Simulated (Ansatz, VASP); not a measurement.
CsI: VASP beside Ansatz

```
Cs I
1.0
     4.57026    0.00000    0.00000
     0.00000    4.57026    0.00000
     0.00000    0.00000    4.57026
Cs I
1 1
Direct
  0.00000 0.00000 0.00000
  0.50000 0.50000 0.50000
```

Alike in both runs: task single point; functional PBE; k mesh 4 × 4 × 4; no spin polarisation.

```csv
,VASP,Ansatz
version,VASP 6.6.1,Ansatz 0.2.0
potentials or method,"VASP PAW PBE potentials, release 64 (Cs_sv, I)","plane waves, PAW"
plane-wave cutoff (eV),500,420
occupations,"gaussian, width 0.01 eV",fixed
valence electrons in the cell,16,26
```

|  | VASP | Ansatz | Ansatz less VASP |
| --- | --- | --- | --- |
| gap on the k mesh at the Fermi level (eV) | 3.87 | 3.88 | +0.014 |
| pressure (GPa) | 0.8 | 0.7 | -0.04 |

VASP's potentials hold 16 valence electrons a cell and Ansatz's 26, so a difference there can come from the potentials and not from the codes.

Neither program's run includes spin-orbit coupling.
